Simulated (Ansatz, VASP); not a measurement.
**Two plane-wave programs on As**

```
As
1.0
     4.61549    0.00000    0.00000
    -2.30774    3.99713    0.00000
     0.00000    0.00000    5.75810
As
4
Direct
  0.33333 0.66667 0.46566
  0.66667 0.33333 0.96566
  0.66667 0.33333 0.53434
  0.33333 0.66667 0.03434
```

Alike in both runs: functional PBE; k mesh 6 × 6 × 4; occupations gaussian, width 0.1 eV; no spin polarisation.

Ansatz relaxed the structure, and its values are those at the end. VASP's run is a single point on that final structure, the one shown.

```csv
,VASP,Ansatz
version,VASP 6.6.1,Ansatz 0.2.0
potentials or method,"VASP PAW PBE potentials, release 64 (As), cutoff 520 eV","scalar-relativistic, plane waves, PAW"
valence electrons in the cell,20,60
```

|  | VASP | Ansatz | Ansatz less VASP |
| --- | --- | --- | --- |
| gap on the k mesh at the Fermi level (eV) | none | none | - |
| pressure (GPa) | 0.5 | 0.3 | -0.16 |
| rms of the force components (eV/Å) | 0.018 | 0.000 | -0.0182 |

A gap of «none» marks a metal or a gap that the smearing closes. The functional is the same, so the differences come from potentials, cutoffs and numerics. VASP's potentials hold 20 valence electrons a cell and Ansatz's 60, so a difference there can come from the potentials and not from the codes.
